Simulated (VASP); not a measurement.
A run of VASP 6.6.1:

The input INCAR:

```
PREC = Accurate ; ENCUT = 520
EDIFF = 1E-6 ; ISMEAR = -1
SIGMA = 0.05 ; LREAL = False
LASPH = True ; NELM = 80
ALGO = Normal ; ISIF = 2
LWAVE = False ; LCHARG = False
GGA = PE ; NBANDS = 11
```

KPOINTS

```
Automatic mesh
0
Gamma
  8 8 8
```

POSCAR

```
Ca
1.0
   -2.2548348694      2.2548348694      2.2548348694
    2.2548348694     -2.2548348694      2.2548348694
    2.2548348694      2.2548348694     -2.2548348694
Ca
1
Direct
    0.0000000000      0.0000000000      0.0000000000
```

Potentials or basis: VASP PAW PBE potentials, release 64 (Ca_sv).

Run with:

```bash
$ cat potpaw_PBE.64/Ca_sv/POTCAR > POTCAR
$ mpirun -np 1 vasp_std > vasp.out
```

Hardware: 1 thread of Intel(R) Xeon(R) 6975P-C (Granite Rapids), with other jobs on the host.

Estimate the wall time of this run.

It took 6.5 s on 1 thread of Intel(R) Xeon(R) 6975P-C (Granite Rapids), with other jobs on the host, peak memory 0.17 GiB. Counts: scf iterations 11, k points 29.
